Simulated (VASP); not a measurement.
Runs of VASP 6.6.1 on Nb. The structure is that of space group Fm-3m (No. 225), or close to it. The cells are those of the table. This isn't the form of Nb at room conditions, which is bcc.

| task | cell | cutoff (eV) | gap on the mesh (eV) | pressure (GPa) |
| --- | --- | --- | --- | --- |
| relaxation of cell and atoms | relaxed from a = 2.991 Å, angles 60.0°, 1 atom | 600 | none | 0.0 |
| single point | a = 2.984 Å, angles 60.0°, 1 atom | 520 | none | -0.3 |
| single point | a = 2.795 Å, angles 60.0°, 1 atom | 520 | none | 44.6 |
| relaxation of cell and atoms | relaxed to 15 GPa from a = 2.991 Å, angles 60.0°, 1 atom | 600 | none | 14.8 |
| single point | a = 2.845 Å, angles 60.0°, 1 atom | 520 | none | (a) |

Alike in all rows: level PBE; potentials or basis VASP PAW PBE potentials, release 64 (Nb_sv); no spin polarisation; k mesh 19 × 19 × 19; smearing fermi-dirac 0.1 eV.

Estimate the missing entries.

(a) 29.6.

Caveats: the cell stands under pressure (at least some runs); the cell is relaxed towards a set pressure, so the run minimises the enthalpy, not the energy (at least some runs).

A k mesh can miss the band edges, and the runs leave out spin-orbit coupling on Nb.

A gap of «none» marks levels without a gap at the run's occupations.
